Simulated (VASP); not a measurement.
# Mg5ZrN2: single point with PBE

Mg5ZrN2:

```xyz
8
Lattice="3.1739 0.0000 0.0000 -1.5869 2.7487 0.0000 0.0000 0.0000 15.7216" Properties=species:S:1:pos:R:3 pbc="T T T"
Mg    1.5869    0.9162    2.5236
Mg    1.5869    0.9162   13.1980
Mg    0.0000    0.0000   10.4843
Mg    1.5869    0.9162    7.8608
Mg    0.0000    0.0000    5.2373
Zr    0.0000    0.0000    0.0000
N     0.0000    1.8324    1.3885
N     0.0000    1.8324   14.3331
```

```yaml
Program: VASP 6.6.1
Task: single point
Functional: PBE
Potentials_or_basis: VASP PAW PBE potentials, release 64 (Mg, Zr_sv, N)
Cutoff: 520 eV
k_mesh: 6 × 6 × 2
Occupations: gaussian, width 0.2 eV
Spin: no spin polarisation
Dipole_correction: no
Further_INCAR_settings: ALGO = Normal; EDIFF = 1e-07; NBANDS = 26
```

```
Pressure               : 0.2 GPa
Largest force          : 0.082 eV/Å
Band gap on the k mesh : zero (band 16 reaches 4.72 eV, above the bottom of band 17 at 4.31 eV)
```

Forces on the atoms (eV/Å):
```
Mg   0.000  0.000 -0.082
Mg   0.000  0.000  0.082
Mg   0.000  0.000 -0.005
Mg   0.000  0.000  0.000
Mg   0.000  0.000  0.005
Zr   0.000  0.000  0.000
N    0.000  0.000 -0.010
N    0.000  0.000  0.010
```

Stress tensor (GPa, compression positive):
```
 0.48  0.00  0.00
 0.00  0.48  0.00
 0.00  0.00 -0.43
```

Levels at points of the mesh, in eV from the Fermi level:
| k point | band 12 | band 13 | band 14 | band 15 | band 16 | band 17 | band 18 | band 19 | band 20 | band 21 |
| --- | --- | --- | --- | --- | --- | --- | --- | --- | --- | --- |
| (0.00, 0.00, 0.00) | -2.95 | -2.95 | -2.15 | -2.15 | -1.29 | -0.26 | 1.95 | 3.02 | 3.15 | 3.25 |
| (0.50, 0.00, 0.00) | -2.20 | -1.90 | -1.86 | -1.16 | -0.72 | -0.25 | 0.25 | 0.75 | 1.43 | 2.33 |
| (0.00, 0.00, 0.50) | -2.95 | -2.56 | -2.44 | -2.15 | -2.15 | 0.73 | 1.30 | 2.59 | 3.25 | 3.25 |
| (0.50, 0.00, 0.50) | -2.20 | -1.86 | -1.80 | -1.33 | -0.71 | -0.02 | 0.07 | 0.69 | 1.68 | 2.27 |

It took 30 s on 1 thread of Intel(R) Xeon(R) 6975P-C (Granite Rapids) (shared host), peak memory 0.26 GiB.

Caveat: the k points lie up to 0.38 Å⁻¹ apart.
